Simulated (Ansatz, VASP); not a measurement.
## Two plane-wave programs on LiMg12

```
CELL_PARAMETERS angstrom
6.42000 0.00000 0.00000
-4.81500 8.33982 0.00000
0.00000 0.00000 5.21304
ATOMIC_POSITIONS crystal
Mg 0.96665 0.96863 0.00897
Mg 0.18708 0.23978 0.41346
Mg 0.00243 0.33450 0.96591
Mg 0.16854 0.55937 0.51536
Mg 0.09578 0.70691 0.01109
Mg 0.18397 0.91143 0.51308
Mg 0.53192 0.01232 0.01858
Mg 0.69068 0.21572 0.49322
Mg 0.40879 0.26252 0.89133
Mg 0.69745 0.58318 0.61419
Mg 0.50836 0.64211 0.07408
Mg 0.65576 0.88544 0.52482
Li 0.72696 0.45229 0.19254
```

Alike in both runs: functional PBE; k mesh 4 × 3 × 4; occupations gaussian, width 0.05 eV; no spin polarisation.

Ansatz relaxed the structure, and its values are those at the end. VASP's run is a single point on that final structure, the one shown.

|  | VASP | Ansatz |
| --- | --- | --- |
| version | VASP 6.6.1 | Ansatz 0.2.0 |
| potentials or method | VASP PAW PBE potentials, release 64 (Mg, Li_sv), cutoff 520 eV | scalar-relativistic, plane waves, PAW |
| valence electrons in the cell | 27 | 123 |

```csv
,VASP,Ansatz,Ansatz less VASP
rms of the force components (eV/Å),0.007,0.006,-0.0001
```

VASP's potentials hold 27 valence electrons a cell and Ansatz's 123, so a difference there can come from the potentials and not from the codes.

Noted on VASP's run: the cutoff is short for stress, so the pressure is rough.
